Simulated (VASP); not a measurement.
# K2S (Fm-3m) in VASP: further runs

The runs below take K2S through relaxation of cell and atoms, with PBEsol.

Everything below comes from runs of VASP 6.6.1. Logs are shortened: lines on timing, memory, paths and dates and some standing lists are left out, and cuts for length are marked.

## (1) The cell of the first run

It takes space group Fm-3m (No. 225, cubic). The conventional cell has a = 7.336 Å, b = 7.336 Å, c = 7.336 Å, α = 90.00°, β = 90.00°, γ = 90.00°. Within 4.2 Å of K (site symmetry -43m) lie 4 S at 3.18 Å and 6 K at 3.67 Å. Within 4.2 Å of S (site symmetry m-3m) lie 8 K at 3.18 Å.

## (2) Relaxation of cell and atoms, PBEsol, target pressure 7 GPa, at which the enthalpy is minimised

Contents of INCAR:

```
  ALGO = Normal
  EDIFF = 1E-7
  EDIFFG = -0.002
  ENCUT = 500
  GGA = PS
  GGA_COMPAT = F
  IBRION = 2
  ISIF = 3
  ISMEAR = 0
  LASPH = T
  LCHARG = F
  LREAL = F
  LWAVE = F
  NELM = 120
  NELMIN = 4
  NSW = 100
  PREC = Accurate
  PSTRESS = 70.0
  SIGMA = 0.01
```

Contents of KPOINTS:

```
k-points
0
Gamma
  6 6 6
```

Contents of POSCAR:

```
K2S
1.0
    0.0000000000      3.6679105814      3.6679105814
    3.6679105814      0.0000000000      3.6679105814
    3.6679105814      3.6679105814      0.0000000000
K S
2 1
Direct
    0.2500000000      0.2500000000      0.2500000000
    0.7500000000      0.7500000000      0.7500000000
    0.0000000000      0.0000000000      0.0000000000
```

Potentials or basis: VASP PAW PBE potentials, release 64 (K_sv, S).

On the command line:

```sh
$ cat potpaw_PBE.64/K_sv/POTCAR potpaw_PBE.64/S/POTCAR > POTCAR
$ mpirun -np 1 vasp_std > vasp.out
```

OUTCAR:

```text
EDIFF = 1E-7
   EDIFFG = -0.002
   ENCUT = 500
   GGA = PS
   IBRION = 2
   ISIF = 3
   ISMEAR = 0
   LASPH = T
   LREAL = F
   NELM = 120
   NELMIN = 4
   NSW = 100
   PREC = Accurate
   PSTRESS = 70.0

 ion  position               nearest neighbor table
   1  0.250  0.250  0.250-   3 3.18   3 3.18   3 3.18   3 3.18   2 3.67   2 3.67   2 3.67   2 3.67
                             2 3.67   2 3.67
   2  0.750  0.750  0.750-   3 3.18   3 3.18   3 3.18   3 3.18   1 3.67   1 3.67   1 3.67   1 3.67
                             1 3.67   1 3.67
   3  0.000  0.000  0.000-   2 3.18   2 3.18   2 3.18   1 3.18   1 3.18   1 3.18   2 3.18   1 3.18

  LATTYP: Found a face centered cubic cell.
 ALAT       =     7.3358211628

  Lattice vectors:

 A1 = (   0.0000000000,   3.6679105814,   3.6679105814)
 A2 = (   3.6679105814,   0.0000000000,   3.6679105814)
 A3 = (   3.6679105814,   3.6679105814,   0.0000000000)

Analysis of symmetry for initial positions (statically):
=====================================================================
 Subroutine PRICEL returns:
 Original cell was already a primitive cell.

 Routine SETGRP: Setting up the symmetry group for a
 face centered cubic supercell.

 Subroutine GETGRP returns: Found 48 space group operations
 (whereof 48 operations were pure point group operations)
 out of a pool of 48 trial point group operations.

The static configuration has the point symmetry O_h .

Analysis of symmetry for dynamics (positions and initial velocities):
=====================================================================
 Subroutine PRICEL returns:
 Original cell was already a primitive cell.

 Routine SETGRP: Setting up the symmetry group for a
 face centered cubic supercell.

 Subroutine GETGRP returns: Found 48 space group operations
 (whereof 48 operations were pure point group operations)
 out of a pool of 48 trial point group operations.

The dynamic configuration has the point symmetry O_h .

 Subroutine INISYM returns: Found 48 space group operations
 (whereof 48 operations are pure point group operations),
 and found     1 'primitive' translations

----------------------------------------------------------------------------------------

                                     Primitive cell

  volume of cell :      98.6930

  direct lattice vectors                    reciprocal lattice vectors
     0.000000000  3.667910581  3.667910581    -0.136317391  0.136317391  0.136317391
     3.667910581  0.000000000  3.667910581     0.136317391 -0.136317391  0.136317391
     3.667910581  3.667910581  0.000000000     0.136317391  0.136317391 -0.136317391

  length of vectors
     5.187208890  5.187208890  5.187208890     0.236108647  0.236108647  0.236108647

  position of ions in fractional coordinates (direct lattice)
     0.250000000  0.250000000  0.250000000
     0.750000000  0.750000000  0.750000000
     0.000000000  0.000000000  0.000000000

  ion indices of the primitive-cell ions
   primitive index   ion index
                 1           1
                 2           2
                 3           3

----------------------------------------------------------------------------------------

 KPOINTS: k-points

Automatic generation of k-mesh.
 Grid dimensions read from file:
 generate k-points for:    6    6    6

 Generating k-lattice:

  Cartesian coordinates                     Fractional coordinates (reciprocal lattice)
    -0.022719565  0.022719565  0.022719565     0.166666667  0.000000000  0.000000000
     0.022719565 -0.022719565  0.022719565     0.000000000  0.166666667  0.000000000
     0.022719565  0.022719565 -0.022719565     0.000000000  0.000000000  0.166666667

  Length of vectors
     0.039351441  0.039351441  0.039351441

  Shift w.r.t. Gamma in fractional coordinates (k-lattice)
     0.000000000  0.000000000  0.000000000

 Subroutine IBZKPT returns following result:
 ===========================================

 Found     16 irreducible k-points:

 Following reciprocal coordinates:
            Coordinates               Weight
  0.000000  0.000000  0.000000      1.000000
  0.166667  0.000000  0.000000      8.000000
  0.333333  0.000000  0.000000      8.000000
  0.500000  0.000000  0.000000      4.000000
  0.166667  0.166667  0.000000      6.000000
  0.333333  0.166667  0.000000     24.000000
[... 8 lines left out ...]
 -0.333333  0.333333  0.166667     24.000000
 -0.333333  0.500000  0.166667     12.000000
   k-points           NKPTS =     16   k-points in BZ     NKDIM =     16   number of bands    NBANDS=     16
   number of dos      NEDOS =    301   number of ions     NIONS =      3
   total plane-waves  NPLWV =  64000
   dimension x,y,z NGX =    40 NGY =   40 NGZ =   40
   dimension x,y,z NGXF=    80 NGYF=   80 NGZF=   80
   ions per type =               2   1
   NGX,Y,Z   is equivalent  to a cutoff of  12.82, 12.82, 12.82 a.u.
   NGXF,Y,Z  is equivalent  to a cutoff of  25.64, 25.64, 25.64 a.u.
 SYSTEM =  unknown system
   PREC   = accura    normal or accurate (medium, high low for compatibility)
   ISTART =      0    job   : 0-new  1-cont  2-samecut
   ICHARG =      2    charge: 1-file 2-atom 10-const
   ISPIN  =      1    spin polarized calculation?
   LNONCOLLINEAR =      F non collinear calculations
   LSORBIT =      F    spin-orbit coupling
   LASPH  =      T    aspherical Exc in radial PAW
   ENCUT  =  500.0 eV  36.75 Ry    6.06 a.u.   9.46  9.46  9.46*2*pi/ulx,y,z
   NELM   =    120;   NELMIN=  4; NELMDL= -5     # of ELM steps
   EDIFF  = 0.1E-06   stopping-criterion for ELM
   LREAL  =      F    real-space projection
   EDIFFG = -.2E-02   stopping-criterion for IOM
   NSW    =    100    number of steps for IOM
   IBRION =      2    ionic relax: 0-MD 1-quasi-New 2-CG
   NFREE  =      1    steps in history (QN), initial steepest desc. (CG)
   ISIF   =      3    stress and relaxation
   ISYM   =      2    0-nonsym 1-usesym 2-fastsym
   POTIM  = 0.5000    time-step for ionic-motion
   TEBEG  =    0.0;   TEEND  =   0.0 temperature during run
   PSTRESS=   70.0 pullay stress
   NELECT =      24.0000    total number of electrons
   NUPDOWN=      -1.0000    fix difference up-down
   EMIN   =  10.00;   EMAX   =-10.00  energy-range for DOS
   EFERMI =   0.00;   METHOD = LEGACY
   ISMEAR =     0;   SIGMA  =   0.01  broadening in eV -4-tet -1-fermi 0-gaus
   EFERMI_NEDOS =   21; number of points for ismear=-14 and -15
   IALGO  =     38    algorithm
   IMIX   =      4    mixing-type and parameters
     AMIX     =   0.40;   BMIX     =  1.00
     AMIX_MAG =   1.60;   BMIX_MAG =  1.00
  volume/ion in A,a.u.               =      32.90       222.00
  Fermi-wavevector in a.u.,A,eV,Ry     =   1.021841  1.930999 14.206636  1.044158
  Thomas-Fermi vector in A             =   2.155487
   LORBIT       =      0    0 simple, 1 ext, 2 COOP (PROOUT), +10 PAW based schemes
   GGA     = PS    functional components
   LHFCALC =     F    Hartree Fock is set to
   AEXX    =    0.0000 exact exchange contribution
   IVDW    =     0    specifies the selected vdW correction
   LEPSILON=     F    determine dielectric tensor
   LRPA    =     F    only Hartree local field effects (RPA)
 conjugate gradient relaxation of ions
 non-spin polarized calculation
 Gauss-broadening in eV      SIGMA  =   0.01
  energy-cutoff  :      500.00
  volume of cell :       98.69
 maximum number of plane-waves:      2541
 NGX is ok and might be reduce to    40
   NGX = 19   NGY = 19   NGZ = 19

--------------------------------------- Ionic step        1  -------------------------------------------

 number of electron      23.9999997 magnetization

 Free energy of the ion-electron system (eV)
  ---------------------------------------------------
  ext. energy  EPLUGINS =         0.00000000
  ---------------------------------------------------
  free energy    TOTEN  =        -9.86355929 eV

  energy without entropy =       -9.86355929  energy(sigma->0) =       -9.86355929

 E-fermi :  -0.2896     XC(G=0):  -7.6090

 val. band max:       -0.3540172809   @ k =   0.5000   0.5000   0.0000
 cond. band min:       1.9921308074   @ k =   0.0000   0.0000   0.0000
 fundamental gap:      2.3461480883
 Fermi energy:        -0.2895664210

 k-point     1 :       0.0000    0.0000    0.0000
  band No.  band energies     occupation
      1     -29.3333      2.00000
      2     -29.2386      2.00000
      3     -13.0057      2.00000
      4     -13.0057      2.00000
      5     -13.0057      2.00000
      6     -12.7422      2.00000
[... 8 lines left out ...]
     15       5.0610      0.00000
     16       7.1920      0.00000

 k-point     2 :       0.1667    0.0000    0.0000
  band No.  band energies     occupation
      1     -29.3267      2.00000
      2     -29.2446      2.00000
      3     -13.0000      2.00000
      4     -12.9905      2.00000
      5     -12.9905      2.00000
      6     -12.7931      2.00000
[... 8 lines left out ...]
     15       5.1100      0.00000
     16       6.5972      0.00000
[... 325 lines left out ...]
 POSITION                                       TOTAL-FORCE (eV/Angst)
 -----------------------------------------------------------------------------------
      1.70782      1.70782      1.70782        -0.000000     -0.000000     -0.000000
      5.12347      5.12347      5.12347         0.000000      0.000000      0.000000
      0.00000      3.41565      3.41565        -0.000000      0.000000      0.000000
 -----------------------------------------------------------------------------------
    total drift:                               -0.000000     -0.000000      0.000000

  FREE ENERGIE OF THE ION-ELECTRON SYSTEM (eV)
  ---------------------------------------------------
  free  energy   TOTEN  =        -9.5141099559 eV

  energy  without entropy=       -9.5141099559  energy(sigma->0) =       -9.51410996

  enthalpy is  TOTEN    =        -6.0320476594 eV   P V=        3.4820622965

--------------------------------------- Ionic step        3  -------------------------------------------

 number of electron      24.0000001 magnetization

 Free energy of the ion-electron system (eV)
  ---------------------------------------------------
  ext. energy  EPLUGINS =         0.00000000
  ---------------------------------------------------
  free energy    TOTEN  =        -9.51876761 eV

  energy without entropy =       -9.51876761  energy(sigma->0) =       -9.51876761

 E-fermi :   0.6532     XC(G=0):  -8.4673

 val. band max:        0.5463693223   @ k =   0.5000   0.5000   0.0000
 cond. band min:       3.4087783360   @ k =   0.0000   0.0000   0.0000
 fundamental gap:      2.8624090137
 Fermi energy:         0.6531944812

 k-point     1 :       0.0000    0.0000    0.0000
  band No.  band energies     occupation
      1     -28.1778      2.00000
      2     -27.9636      2.00000
      3     -11.9341      2.00000
      4     -11.9341      2.00000
      5     -11.9341      2.00000
      6     -11.4742      2.00000
[... 8 lines left out ...]
     15       5.8297      0.00000
     16       8.8048      0.00000

 k-point     2 :       0.1667    0.0000    0.0000
  band No.  band energies     occupation
      1     -28.1625      2.00000
      2     -27.9771      2.00000
      3     -11.9345      2.00000
      4     -11.9097      2.00000
      5     -11.9097      2.00000
      6     -11.6079      2.00000
[... 8 lines left out ...]
     15       5.9445      0.00000
     16       8.0452      0.00000
[... 277 lines left out ...]
 VOLUME and BASIS-vectors are now :
 -----------------------------------------------------------------------------
  energy-cutoff  :      500.00
  volume of cell :       79.80
      direct lattice vectors                 reciprocal lattice vectors
     0.000000000  3.417161914  3.417161914    -0.146320254  0.146320254  0.146320254
     3.417161914 -0.000000000  3.417161914     0.146320254 -0.146320254  0.146320254
     3.417161914  3.417161914  0.000000000     0.146320254  0.146320254 -0.146320254

 POSITION                                       TOTAL-FORCE (eV/Angst)
 -----------------------------------------------------------------------------------
      1.70858      1.70858      1.70858         0.000000      0.000000      0.000000
      5.12574      5.12574      5.12574        -0.000000     -0.000000     -0.000000
      0.00000      0.00000      0.00000        -0.000000     -0.000000     -0.000000
 -----------------------------------------------------------------------------------
    total drift:                               -0.000000     -0.000000      0.000000

  FREE ENERGIE OF THE ION-ELECTRON SYSTEM (eV)
  ---------------------------------------------------
  free  energy   TOTEN  =        -9.5187676147 eV

  energy  without entropy=       -9.5187676147  energy(sigma->0) =       -9.51876761

  enthalpy is  TOTEN    =        -6.0320712812 eV   P V=        3.4866963336

 reached required accuracy - stopping structural energy minimisation
```

Run time: 40 s. Hardware: 1 thread of Intel Xeon 6975P-C (Granite Rapids), shared host; peak memory 0.25 GiB.

What came out:

- Free energy: -9.5188 eV
- Relaxed volume: 26.60 Å³/atom
- Relaxed cell: a = 4.833 Å, b = 4.833 Å, c = 4.833 Å, α = 60.00°, β = 60.00°, γ = 60.00°
- Space group after relaxing (to 0.1 Å): Fm-3m (No. 225)
- Energy change on relaxing (the run minimises the enthalpy): +114.9 meV/atom
- Ionic steps: 3
- Pressure after relaxing: 7.0 GPa
- Band gap on the k mesh: 2.86 eV (least direct gap 3.35 eV)

Step by step:
| step | energy change (eV) | largest force (eV/Å) | pressure (GPa) | volume (Å³) |
| --- | --- | --- | --- | --- |
| 1 | 0.0000 | 0.0000 | 0.06 | 98.69 |
| 2 | 0.3494 | 0.0000 | 7.07 | 79.70 |
| 3 | 0.3448 | 0.0000 | 7.00 | 79.80 |

Final structure:
```yaml
crystal:
  lattice:
    - [0.00000, 3.41716, 3.41716]
    - [3.41716, 0.00000, 3.41716]
    - [3.41716, 3.41716, 0.00000]
  atoms:
    - { symbol: K, position: [0.25000, 0.25000, 0.25000] }
    - { symbol: K, position: [0.75000, 0.75000, 0.75000] }
    - { symbol: S, position: [0.00000, 0.00000, 0.00000] }
```

Levels at points of the mesh, in eV from the valence-band top:
```tsv
k point	band 10	band 11	band 12	band 13	band 14	band 15
(0.00, 0.00, 0.00)	-0.53	-0.53	-0.53	2.86	5.28	5.28
(0.50, 0.00, 0.00)	-0.78	-0.22	-0.22	4.96	6.00	6.00
(0.50, 0.50, 0.00)	-1.08	0.00	0.00	3.35	5.57	6.71
```

Caveat: the cell is relaxed towards a set pressure, so the run minimises the enthalpy, not the energy; the volume moved by over 15 % at a fixed basis, so the end points are rough; the PAW data sets were made with another functional, which shifts forces and pressure a little.

## (3) Relaxation of cell and atoms, PBEsol, target pressure 10 GPa, at which the enthalpy is minimised

Contents of INCAR:

```
PREC = Accurate ; ENCUT = 500
EDIFF = 1E-7 ; ISMEAR = 0
SIGMA = 0.01 ; LREAL = False
LASPH = True ; NELM = 120
ALGO = Normal ; ISIF = 3
LWAVE = False ; LCHARG = False
GGA = PS ; IBRION = 2
NSW = 100 ; EDIFFG = -0.002
PSTRESS = 100.0 ; GGA_COMPAT = False
NELMIN = 4
```

Contents of KPOINTS:

```
Automatic mesh
0
Gamma
  6 6 6
```

POSCAR is that of step 2.

Potentials or basis: VASP PAW PBE potentials, release 64 (K_sv, S).

On the command line:

```sh
$ cat potpaw_PBE.64/K_sv/POTCAR potpaw_PBE.64/S/POTCAR > POTCAR
$ mpirun -np 1 vasp_std > vasp.out
```

Run time: 2.2 min. Hardware: 1 thread of Intel Xeon 6975P-C (Granite Rapids), shared host; peak memory 0.26 GiB.

The run converged. Its results:

```
Free energy                                                : -9.2890 eV
Relaxed volume                                             : 25.15 Å³/atom
Relaxed cell                                               : a = 4.743 Å, b = 4.743 Å, c = 4.743 Å, α = 60.00°, β = 60.00°, γ = 60.00°
Space group after relaxing (to 0.1 Å)                      : Fm-3m (No. 225)
Energy change on relaxing (the run minimises the enthalpy) : +191.5 meV/atom
Ionic steps                                                : 16
Pressure after relaxing                                    : 10.0 GPa
Band gap on the k mesh                                     : 3.00 eV (least direct gap 3.30 eV)
```

Step by step:
```tsv
step	energy change (eV)	largest force (eV/Å)	pressure (GPa)	volume (Å³)
1	0.0000	0.0000	0.06	98.69
2	0.7951	0.0000	12.67	72.31
3	0.5804	0.0000	10.07	75.35
4	0.5541	0.0000	9.74	75.77
5	0.5546	0.0000	9.74	75.76
6	0.5563	0.0000	9.77	75.74
7	0.5563	0.0000	9.76	75.74
8	0.5563	0.0000	9.76	75.74
9	0.5565	0.0000	9.76	75.73
10	0.5567	0.0000	9.77	75.73
11	0.5572	0.0000	9.77	75.72
12	0.5581	0.0000	9.79	75.71
13	0.5600	0.0000	9.81	75.67
14	0.5638	0.0000	9.86	75.61
15	0.5715	0.0000	9.96	75.49
16	0.5746	0.0000	10.00	75.44
```

Final structure:
```yaml
crystal:
  lattice:
    - [0.00000, 3.35368, 3.35368]
    - [3.35368, 0.00000, 3.35368]
    - [3.35368, 3.35368, 0.00000]
  atoms:
    - { symbol: K, position: [0.25000, 0.25000, 0.25000] }
    - { symbol: K, position: [0.75000, 0.75000, 0.75000] }
    - { symbol: S, position: [0.00000, 0.00000, 0.00000] }
```

Levels at points of the mesh, in eV from the valence-band top:
| k point | band 8 | band 9 | band 10 | band 11 | band 12 | band 13 | band 14 | band 15 | band 16 |
| --- | --- | --- | --- | --- | --- | --- | --- | --- | --- |
| (0.00, 0.00, 0.00) | -11.95 | -9.96 | -0.64 | -0.64 | -0.64 | 3.00 | 5.20 | 5.20 | 8.45 |
| (0.50, 0.00, 0.00) | -12.23 | -9.30 | -0.81 | -0.27 | -0.27 | 4.99 | 6.01 | 6.01 | 6.32 |
| (0.50, 0.50, 0.00) | -11.78 | -9.24 | -1.17 | 0.00 | 0.00 | 3.30 | 5.61 | 6.70 | 8.07 |

Caveat: the cell is relaxed towards a set pressure, so the run minimises the enthalpy, not the energy; the volume moved by over 15 % at a fixed basis, so the end points are rough; the PAW data sets were made with another functional, which shifts forces and pressure a little. A k mesh can miss the band edges.

(Part 1 of 2 ends here.)
